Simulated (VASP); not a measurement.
SnO2, 21 atoms in the cell. The cell holds a disordered packing, 21 atoms: a = 6.752 Å, b = 6.621 Å, c = 6.822 Å, α = 90.14°, β = 90.30°, γ = 90.36°. 

```yaml
Program: VASP 6.6.1
Task: single point
Functional: PBE
Potentials_or_basis: VASP PAW PBE potentials, release 64 (Sn_d, O)
Cutoff: 520 eV
k_mesh: 1 × 1 × 1, shifted
Occupations: gaussian, width 0.1 eV
Spin: no spin polarisation
Dipole_correction: no
Further_INCAR_settings: LREAL = Auto; ALGO = Normal; EDIFF = 1e-06; NBANDS = 107; ISYM = -1
```

Potentials or basis: VASP PAW PBE potentials, release 64 (Sn_d, O).

Launch:

```bash
$ cat potpaw_PBE.64/Sn_d/POTCAR potpaw_PBE.64/O/POTCAR > POTCAR
$ mpirun -np 1 vasp_std > vasp.out
```

Hardware: 1 thread of Intel(R) Xeon(R) 6975P-C (Granite Rapids), with other jobs on the host.

Task: How long does it take, and how much memory?

Result: Run time: 47 s on 1 thread of Intel(R) Xeon(R) 6975P-C (Granite Rapids) (shared host), peak memory 0.33 GiB. Counts: scf iterations 17, k points 1.
